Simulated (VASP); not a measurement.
MgS: relaxation of cell and atoms with PBE

Crystal: MgS.

```
Mg S
1.0
     0.00000    2.60165    2.60165
     2.60165    0.00000    2.60165
     2.60165    2.60165    0.00000
Mg S
1 1
Direct
  0.00000 0.00000 0.00000
  0.50000 0.50000 0.50000
```

```
Program                : VASP 6.6.1
Task                   : relaxation of cell and atoms
Functional             : PBE
Potentials or basis    : VASP PAW PBE potentials, release 64 (Mg, S)
Cutoff                 : 600 eV
k mesh                 : 8 × 8 × 8
Occupations            : gaussian, width 0.02 eV
Spin                   : no spin polarisation
Dipole correction      : no
Further INCAR settings : ALGO = Normal; EDIFF = 1e-06; IBRION = 2; EDIFFG = -0.005; NSW = 100; ISIF = 3
```

```json
{
  "Relaxed volume": "17.81 Å³/atom",
  "Relaxed cell": "a = 3.693 Å, b = 3.693 Å, c = 3.693 Å, α = 60.00°, β = 60.00°, γ = 60.00°",
  "Space group after relaxing (to 0.05 Å)": "Fm-3m (No. 225)",
  "Energy gained by relaxing": "0.6 meV/atom",
  "Ionic steps": "3",
  "Pressure after relaxing": "0.0 GPa",
  "Band gap on the k mesh": "2.75 eV, indirect (least direct gap 3.62 eV)"
}
```

Step by step:
| step | energy change (eV) | largest force (eV/Å) | pressure (GPa) | volume (Å³) |
| --- | --- | --- | --- | --- |
| 1 | 0.0000 | 0.0000 | 0.89 | 35.22 |
| 2 | -0.0011 | 0.0000 | -0.19 | 35.72 |
| 3 | -0.0011 | 0.0000 | 0.00 | 35.63 |

Final structure:
```
Mg S
1.0
     0.00000    2.61167    2.61167
     2.61167    0.00000    2.61167
     2.61167    2.61167    0.00000
Mg S
1 1
Direct
  0.00000 0.00000 0.00000
  0.50000 0.50000 0.50000
```

Levels at points of the mesh, in eV from the valence-band top:
```csv
k point,band 1,band 2,band 3,band 4,band 5,band 6,band 7,band 8
"(0.00, 0.00, 0.00)",-12.60,0.00,0.00,0.00,3.62,7.96,7.96,7.96
"(0.50, 0.00, 0.00)",-11.33,-4.77,-0.58,-0.58,4.53,6.89,6.89,9.99
"(0.50, 0.50, 0.00)",-10.96,-4.13,-1.66,-1.66,2.75,4.43,11.89,12.79
```

Wall time 9.1 s on 1 thread of AMD EPYC 9R45 96-Core Processor (Zen 5) (shared host), peak memory 0.14 GiB.

A k mesh can miss the band edges. A hybrid or GW would open this gap; PBE tends to underestimate it.
